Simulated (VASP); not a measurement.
Here is a VASP 6.6.1 calculation.

POSCAR

```
BN
1.0
    2.5005826953      0.0000000000      0.0000000000
   -1.2502913476      2.1655681384      0.0000000000
    0.0000000000      0.0000000000      6.5236379111
B N
2 2
Direct
    0.3333333333      0.6666666667      0.2500000000
    0.6666666667      0.3333333333      0.7500000000
    0.3333333333      0.6666666667      0.7500000000
    0.6666666667      0.3333333333      0.2500000000
```

Contents of INCAR.step1:

```
ALGO = Normal ; EDIFF = 1E-4
ENCUT = 520 ; GGA = PE
ISMEAR = 0 ; LASPH = T
LCHARG = F ; LREAL = F
LWAVE = T ; NBANDS = 16
NELM = 80 ; PREC = Accurate
SIGMA = 0.01
```

File INCAR.step2:

```
ALGO = Normal ; EDIFF = 1E-7
ENCUT = 520 ; ISIF = 2
ISMEAR = 0 ; ISTART = 1
LASPH = T ; LCHARG = T
LELF = T ; LMIXTAU = T
LREAL = F ; LVHAR = T
LWAVE = F ; METAGGA = R2SCAN
NBANDS = 16 ; NELM = 80
PREC = Accurate ; SIGMA = 0.01
```

File KPOINTS:

```
k-points
0
Gamma
  12 12 4
```

Potentials or basis: VASP PAW PBE potentials, release 64 (B, N).

Launch:

```bash
$ cat potpaw_PBE.64/B/POTCAR potpaw_PBE.64/N/POTCAR > POTCAR
$ cp INCAR.step1 INCAR
$ mpirun -np 1 vasp_std > vasp.out
$ cp INCAR.step2 INCAR
$ mpirun -np 1 vasp_std > vasp.out
```

Predict the band gap on the k mesh.

4.84 eV, indirect (least direct gap 5.25 eV).

Predict the pressure.

1.0 GPa.

Stress tensor (GPa, compression positive):
```
0.93 0.00 0.00
0.00 0.93 0.00
0.00 0.00 1.29
```

Caveat: the PAW data sets were made with another functional, which shifts forces and pressure a little. A k mesh can miss the band edges.
